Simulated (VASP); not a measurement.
# P (Cmce) in VASP: notebook

The runs below take P through single point, with PBEsol.

Everything below comes from runs of VASP 6.6.1. Logs are shortened: lines on timing, memory, paths and dates and some standing lists are left out, and cuts for length are marked.

## Step 1: The cell of the first run

The structure is orthorhombic, space group Cmce (No. 64). The conventional cell has a = 3.317 Å, b = 10.291 Å, c = 4.197 Å, α = 90.00°, β = 90.00°, γ = 90.00°. P (site symmetry m) has 3 P at 2.23 to 2.25 Å within 2.9 Å.

## Step 2: Single point, PBEsol

Contents of INCAR:

```
ALGO = Normal ; EDIFF = 1E-7
ENCUT = 520 ; GGA = PS
ISIF = 2 ; ISMEAR = 0
LASPH = T ; LCHARG = F
LREAL = F ; LWAVE = F
NBANDS = 18 ; NELM = 60
PREC = Accurate ; SIGMA = 0.15
```

Contents of KPOINTS:

```
k-points
0
Gamma
  16 16 12
```

Contents of POSCAR:

```
P
1.0
    1.6587070759     -5.1453559977      0.0000000000
    1.6587070759      5.1453559977      0.0000000000
    0.0000000000      0.0000000000      4.1971725448
P
4
Direct
    0.1052825112      0.8947174888      0.9271259313
    0.6052825112      0.3947174888      0.5728740687
    0.8947174888      0.1052825112      0.0728740687
    0.3947174888      0.6052825112      0.4271259313
```

Potentials or basis: VASP PAW PBE potentials, release 64 (P).

Command:

```bash
> cat potpaw_PBE.64/P/POTCAR > POTCAR
> mpirun -np 1 vasp_std > vasp.out
```

OUTCAR:

```text
EDIFF = 1E-7
   ENCUT = 520
   GGA = PS
   ISIF = 2
   ISMEAR = 0
   LASPH = T
   LREAL = F
   NELM = 60
   PREC = Accurate

 ion  position               nearest neighbor table
   1  0.105  0.895  0.927-   2 2.23   2 2.23   3 2.25
   2  0.605  0.395  0.573-   1 2.23   1 2.23   4 2.25
   3  0.895  0.105  0.073-   4 2.23   4 2.23   1 2.25
   4  0.395  0.605  0.427-   3 2.23   3 2.23   2 2.25

  LATTYP: Found a base centered orthorhombic cell.
 ALAT       =     3.3174141518
 B/A-ratio  =     3.1020281233
 C/A-ratio  =     1.2651940194

  Lattice vectors:

 A1 = (   1.6587070759,  -5.1453559977,   0.0000000000)
 A2 = (   1.6587070759,   5.1453559977,   0.0000000000)
 A3 = (   0.0000000000,   0.0000000000,   4.1971725448)

Analysis of symmetry for initial positions (statically):
=====================================================================
 Subroutine PRICEL returns:
 Original cell was already a primitive cell.

 Routine SETGRP: Setting up the symmetry group for a
 base centered orthorhombic supercell.

 Subroutine GETGRP returns: Found  8 space group operations
 (whereof  4 operations were pure point group operations)
 out of a pool of  8 trial point group operations.

The static configuration has the point symmetry C_2h.
 The point group associated with its full space group is D_2h.

Analysis of symmetry for dynamics (positions and initial velocities):
=====================================================================
 Subroutine PRICEL returns:
 Original cell was already a primitive cell.

 Routine SETGRP: Setting up the symmetry group for a
 base centered orthorhombic supercell.

 Subroutine GETGRP returns: Found  8 space group operations
 (whereof  4 operations were pure point group operations)
 out of a pool of  8 trial point group operations.

The dynamic configuration has the point symmetry C_2h.
 The point group associated with its full space group is D_2h.

 Subroutine INISYM returns: Found  8 space group operations
 (whereof  4 operations are pure point group operations),
 and found     1 'primitive' translations

----------------------------------------------------------------------------------------

                                     Primitive cell

  volume of cell :      71.6427

  direct lattice vectors                    reciprocal lattice vectors
     1.658707076 -5.145355998  0.000000000     0.301439602 -0.097175006  0.000000000
     1.658707076  5.145355998  0.000000000     0.301439602  0.097175006  0.000000000
     0.000000000  0.000000000  4.197172545     0.000000000  0.000000000  0.238255633

  length of vectors
     5.406107426  5.406107426  4.197172545     0.316715669  0.316715669  0.238255633

  position of ions in fractional coordinates (direct lattice)
     0.105282511  0.894717489  0.927125931
     0.605282511  0.394717489  0.572874069
     0.894717489  0.105282511  0.072874069
     0.394717489  0.605282511  0.427125931

  ion indices of the primitive-cell ions
   primitive index   ion index
                 1           1
                 2           2
                 3           3
                 4           4

----------------------------------------------------------------------------------------

 KPOINTS: k-points

Automatic generation of k-mesh.
 Grid dimensions read from file:
 generate k-points for:   16   16   12

 Generating k-lattice:

  Cartesian coordinates                     Fractional coordinates (reciprocal lattice)
     0.018839975 -0.006073438  0.000000000     0.062500000  0.000000000  0.000000000
     0.018839975  0.006073438  0.000000000     0.000000000  0.062500000  0.000000000
     0.000000000  0.000000000  0.019854636     0.000000000  0.000000000  0.083333333

  Length of vectors
     0.019794729  0.019794729  0.019854636

  Shift w.r.t. Gamma in fractional coordinates (k-lattice)
     0.000000000  0.000000000  0.000000000

 Subroutine IBZKPT returns following result:
 ===========================================

 Found    511 irreducible k-points:

 Following reciprocal coordinates:
            Coordinates               Weight
  0.000000  0.000000  0.000000      1.000000
  0.062500  0.000000  0.000000      4.000000
  0.125000  0.000000  0.000000      4.000000
  0.187500  0.000000  0.000000      4.000000
  0.250000  0.000000  0.000000      4.000000
  0.312500 -0.000000  0.000000      4.000000
[... 16 lines left out ...]
 -0.125000  0.062500  0.000000      4.000000
 -0.062500  0.062500  0.000000      2.000000
 [... further k-points ...]
   k-points           NKPTS =    511   k-points in BZ     NKDIM =    511   number of bands    NBANDS=     18
   number of dos      NEDOS =    301   number of ions     NIONS =      4
   total plane-waves  NPLWV =  51200
   dimension x,y,z NGX =    40 NGY =   40 NGZ =   32
   dimension x,y,z NGXF=    80 NGYF=   80 NGZF=   64
   ions per type =               4
   NGX,Y,Z   is equivalent  to a cutoff of  12.30, 12.30, 12.67 a.u.
   NGXF,Y,Z  is equivalent  to a cutoff of  24.60, 24.60, 25.35 a.u.
 SYSTEM =  unknown system
   PREC   = accura    normal or accurate (medium, high low for compatibility)
   ISTART =      0    job   : 0-new  1-cont  2-samecut
   ICHARG =      2    charge: 1-file 2-atom 10-const
   ISPIN  =      1    spin polarized calculation?
   LNONCOLLINEAR =      F non collinear calculations
   LSORBIT =      F    spin-orbit coupling
   LASPH  =      T    aspherical Exc in radial PAW
   ENCUT  =  520.0 eV  38.22 Ry    6.18 a.u.  10.05 10.05  7.80*2*pi/ulx,y,z
   NELM   =     60;   NELMIN=  2; NELMDL= -5     # of ELM steps
   EDIFF  = 0.1E-06   stopping-criterion for ELM
   LREAL  =      F    real-space projection
   EDIFFG = 0.1E-05   stopping-criterion for IOM
   NSW    =      0    number of steps for IOM
   IBRION =     -1    ionic relax: 0-MD 1-quasi-New 2-CG
   NFREE  =      0    steps in history (QN), initial steepest desc. (CG)
   ISIF   =      2    stress and relaxation
   ISYM   =      2    0-nonsym 1-usesym 2-fastsym
   POTIM  = 0.5000    time-step for ionic-motion
   TEBEG  =    0.0;   TEEND  =   0.0 temperature during run
   PSTRESS=    0.0 pullay stress
   NELECT =      20.0000    total number of electrons
   NUPDOWN=      -1.0000    fix difference up-down
   EMIN   =  10.00;   EMAX   =-10.00  energy-range for DOS
   EFERMI =   0.00;   METHOD = LEGACY
   ISMEAR =     0;   SIGMA  =   0.15  broadening in eV -4-tet -1-fermi 0-gaus
   EFERMI_NEDOS =   21; number of points for ismear=-14 and -15
   IALGO  =     38    algorithm
   IMIX   =      4    mixing-type and parameters
     AMIX     =   0.40;   BMIX     =  1.00
     AMIX_MAG =   1.60;   BMIX_MAG =  1.00
  volume/ion in A,a.u.               =      17.91       120.87
  Fermi-wavevector in a.u.,A,eV,Ry     =   1.069944  2.021900 15.575665  1.144779
  Thomas-Fermi vector in A             =   2.205638
   LORBIT       =      0    0 simple, 1 ext, 2 COOP (PROOUT), +10 PAW based schemes
   GGA     = PS    functional components
   LHFCALC =     F    Hartree Fock is set to
   AEXX    =    0.0000 exact exchange contribution
   IVDW    =     0    specifies the selected vdW correction
   LEPSILON=     F    determine dielectric tensor
   LRPA    =     F    only Hartree local field effects (RPA)
 non-spin polarized calculation
 Gauss-broadening in eV      SIGMA  =   0.15
  energy-cutoff  :      520.00
  volume of cell :       71.64
 maximum number of plane-waves:      1948
   NGX = 21   NGY = 21   NGZ = 15

 number of electron      20.0000000 magnetization

 Free energy of the ion-electron system (eV)
  ---------------------------------------------------
  ext. energy  EPLUGINS =         0.00000000
  ---------------------------------------------------
  free energy    TOTEN  =       -23.05022559 eV

  energy without entropy =      -23.04845305  energy(sigma->0) =      -23.04933932

 E-fermi :   7.1547     XC(G=0): -10.3196

 val. band max:        7.1232265654   @ k =   0.5000   0.1250   0.0000
 cond. band min:       7.1561935964   @ k =   0.5000   0.3750   0.0000
 fundamental gap:      0.0329670310
 Fermi energy:         7.1546985399

 k-point     1 :       0.0000    0.0000    0.0000
  band No.  band energies     occupation
      1      -8.7918      2.00000
      2      -5.4981      2.00000
      3      -1.9939      2.00000
      4      -0.0935      2.00000
      5       2.0426      2.00000
      6       2.8711      2.00000
[... 10 lines left out ...]
     17      14.3282      0.00000
     18      14.4637      0.00000

 k-point     2 :       0.0625    0.0000    0.0000
  band No.  band energies     occupation
      1      -8.7423      2.00000
      2      -5.4584      2.00000
      3      -2.0311      2.00000
      4      -0.0418      2.00000
      5       2.0887      2.00000
      6       2.6656      2.00000
[... 10 lines left out ...]
     17      13.9463      0.00000
     18      14.1986      0.00000

 k-point     3 :       0.1250    0.0000    0.0000
  band No.  band energies     occupation
      1      -8.5941      2.00000
      2      -5.3390      2.00000
      3      -2.1652      2.00000
      4       0.1121      2.00000
      5       2.0540      2.00000
      6       2.2248      2.00000
[... 10 lines left out ...]
     17      12.8357      0.00000
     18      14.1056      0.00000

 k-point     4 :       0.1875    0.0000    0.0000
  band No.  band energies     occupation
      1      -8.3484      2.00000
      2      -5.1393      2.00000
      3      -2.4510      2.00000
      4       0.3636      2.00000
      5       1.2218      2.00000
      6       1.9038      2.00000
[... 10 lines left out ...]
     17      11.9330      0.00000
     18      14.0026      0.00000

 k-point     5 :       0.2500    0.0000    0.0000
  band No.  band energies     occupation
      1      -8.0071      2.00000
      2      -4.8581      2.00000
      3      -2.9284      2.00000
      4       0.3183      2.00000
      5       0.7041      2.00000
      6       1.6414      2.00000
[... 10 lines left out ...]
     17      12.6286      0.00000
     18      13.9273      0.00000

 k-point     6 :       0.3125   -0.0000    0.0000
  band No.  band energies     occupation
      1      -7.5733      2.00000
      2      -4.4942      2.00000
      3      -3.5697      2.00000
      4      -0.5767      2.00000
      5       1.1165      2.00000
      6       1.6258      2.00000
[... 10 lines left out ...]
     17      13.9165      0.00000
     18      14.0097      0.00000

 k-point     7 :       0.3750    0.0000    0.0000
  band No.  band energies     occupation
      1      -7.0517      2.00000
      2      -4.3003      2.00000
      3      -4.0466      2.00000
      4      -1.4225      2.00000
      5       1.5643      2.00000
      6       1.7874      2.00000
[... 10 lines left out ...]
     17      13.9694      0.00000
     18      14.0847      0.00000

 k-point     8 :       0.4375    0.0000    0.0000
  band No.  band energies     occupation
      1      -6.4494      2.00000
      2      -5.0512      2.00000
      3      -3.5146      2.00000
      4      -2.1994      2.00000
      5       1.9590      2.00000
      6       2.0128      2.00000
[... 10 lines left out ...]
     17      13.9898      0.00000
     18      14.0265      0.00000
[... 229 lines left out ...]
     17      13.5731      0.00000
     18      14.0556      0.00000

 k-point    20 :      -0.3125    0.0625    0.0000
  band No.  band energies     occupation
      1      -7.9620      2.00000
      2      -4.9905      2.00000
      3      -2.9423      2.00000
      4       0.3810      2.00000
      5       0.8686      2.00000
      6       1.6585      2.00000
[... 10 lines left out ...]
     17      12.5780      0.00000
     18      13.4062      0.00000

 k-point    21 :      -0.2500    0.0625    0.0000
  band No.  band energies     occupation
      1      -8.3106      2.00000
      2      -5.2533      2.00000
      3      -2.4493      2.00000
      4       0.5038      2.00000
      5       1.2175      2.00000
      6       1.9387      2.00000
[... 10 lines left out ...]
     17      11.9981      0.00000
     18      13.3633      0.00000

 k-point    22 :      -0.1875    0.0625    0.0000
  band No.  band energies     occupation
      1      -8.5648      2.00000
      2      -5.4296      2.00000
      3      -2.1551      2.00000
      4       0.2225      2.00000
      5       1.9772      2.00000
      6       2.2687      2.00000
[... 10 lines left out ...]
     17      12.9010      0.00000
     18      13.4096      0.00000

 k-point    23 :      -0.1250    0.0625    0.0000
  band No.  band energies     occupation
      1      -8.7223      2.00000
      2      -5.5213      2.00000
      3      -2.0207      2.00000
      4       0.0344      2.00000
      5       2.1230      2.00000
      6       2.5738      2.00000
[... 10 lines left out ...]
     17      13.4977      0.00000
     18      13.9713      0.00000

 k-point    24 :      -0.0625    0.0625    0.0000
  band No.  band energies     occupation
      1      -8.7817      2.00000
      2      -5.5303      2.00000
      3      -1.9880      2.00000
      4      -0.0546      2.00000
      5       2.0612      2.00000
      6       2.8219      2.00000
[... 10 lines left out ...]
     17      13.7062      0.00000
     18      14.6449      0.00000

 [... further k-points ...]
[... 5 lines left out ...]
  --------------------------------------------------------------------------------------
  -------------------------------------------------------------------------------------
  Total       -0.0378480     -0.0567115     -0.0324454      0.0000000     -0.0000000      0.0000000
  in kB       -0.8464118     -1.2682646     -0.7255912      0.0000000     -0.0000000      0.0000000
  external PRESSURE =      -0.9467559 kB  Pullay stress =       0.0000000 kB

 VOLUME and BASIS-vectors are now :
 -----------------------------------------------------------------------------
  energy-cutoff  :      520.00
  volume of cell :       71.64
      direct lattice vectors                 reciprocal lattice vectors
     1.658707076 -5.145355998  0.000000000     0.301439602 -0.097175006  0.000000000
     1.658707076  5.145355998  0.000000000     0.301439602  0.097175006  0.000000000
     0.000000000  0.000000000  4.197172545     0.000000000  0.000000000  0.238255633

 POSITION                                       TOTAL-FORCE (eV/Angst)
 -----------------------------------------------------------------------------------
      1.65871      4.06192      3.89131         0.000000      0.023614     -0.024871
      1.65871     -1.08343      2.40445         0.000000      0.023614      0.024871
      1.65871     -4.06192      0.30587         0.000000     -0.023614      0.024871
      1.65871      1.08343      1.79272         0.000000     -0.023614     -0.024871
 -----------------------------------------------------------------------------------
    total drift:                                0.000000     -0.000000      0.000000

  FREE ENERGIE OF THE ION-ELECTRON SYSTEM (eV)
  ---------------------------------------------------
  free  energy   TOTEN  =       -23.0502255912 eV

  energy  without entropy=      -23.0484530457  energy(sigma->0) =      -23.04933932
```

It took 4 min on 1 thread of Intel Xeon 6975P-C (Granite Rapids), shared host; peak memory 0.55 GiB.

Results:

| Property | Result |
| --- | --- |
| Free energy | -23.0502 eV |
| Pressure | -0.1 GPa |
| Largest force | 0.034 eV/Å |
| Band gap on the k mesh | zero (bands 10 and 11 overlap by 0.27 eV) |

Forces on the atoms (eV/Å):
```
P    0.000  0.024 -0.025
P    0.000  0.024  0.025
P    0.000 -0.024  0.025
P    0.000 -0.024 -0.025
```

Caveat: the PAW data sets were made with another functional, which shifts forces and pressure a little.

## Step 3: Single point, PBEsol

Contents of INCAR:

```
PREC = Accurate
ENCUT = 520
EDIFF = 1E-6
ISMEAR = 0
SIGMA = 0.1
LREAL = F
LASPH = T
NELM = 100
ALGO = Normal
ISIF = 2
LWAVE = F
LCHARG = T
GGA = PS
LELF = T
LVHAR = T
NBANDS = 18
```

Contents of KPOINTS:

```
regular mesh
0
Gamma
  14 14 10
```

Contents of POSCAR:

```
P
1.0
    1.6587067914     -5.1453556592      0.0000000000
    1.6587067914      5.1453556592      0.0000000000
    0.0000000000      0.0000000000      4.1971740737
P
4
Direct
    0.1052825164      0.8947174836      0.9271258890
    0.6052825164      0.3947174836      0.5728741110
    0.8947174836      0.1052825164      0.0728741110
    0.3947174836      0.6052825164      0.4271258890
```

Potentials or basis: VASP PAW PBE potentials, release 64 (P).

Command:

```bash
> cat potpaw_PBE.64/P/POTCAR > POTCAR
> mpirun -np 1 vasp_std > vasp.out
```

It took 3.3 min on 1 thread of Intel Xeon 6975P-C (Granite Rapids), shared host; peak memory 0.42 GiB.

It converged, with:

```yaml
Free_energy: -23.0500 eV
Pressure: -0.1 GPa
Largest_force: 0.035 eV/Å
Band_gap_on_the_k_mesh: zero (bands 10 and 11 overlap by 0.27 eV)
```

Forces on the atoms (eV/Å):
```
P    0.000  0.025 -0.024
P    0.000  0.025  0.024
P    0.000 -0.025  0.024
P    0.000 -0.025 -0.024
```

Stress tensor (GPa, compression positive):
```
-0.06  0.00  0.00
 0.00 -0.15  0.00
 0.00  0.00 -0.06
```

Levels at points of the mesh, in eV from the Fermi level:
```csv
k point,band 6,band 7,band 8,band 9,band 10,band 11,band 12,band 13,band 14,band 15
"(0.00, 0.00, 0.00)",-4.28,-4.02,-2.88,-2.56,-1.33,0.96,1.20,1.92,3.42,5.48
"(0.50, 0.00, 0.00)",-5.02,-3.22,-3.22,-2.64,-2.64,0.80,0.80,1.03,1.03,3.34
"(0.50, 0.50, 0.00)",-5.24,-4.27,-2.11,-1.82,-0.39,0.51,0.62,2.46,3.15,5.72
"(0.00, 0.00, 0.50)",-5.09,-3.03,-3.03,-0.89,-0.89,1.50,1.50,2.31,2.31,5.25
"(0.50, 0.00, 0.50)",-5.86,-5.72,-5.72,-2.07,-2.07,1.58,1.58,4.64,4.64,6.15
"(0.50, 0.50, 0.50)",-3.10,-2.45,-2.45,-1.27,-1.27,1.32,1.32,2.68,2.68,2.84
```

Caveat: the PAW data sets were made with another functional, which shifts forces and pressure a little.

The gap in the log of VASP goes by the Fermi energy; the results here count the filled bands.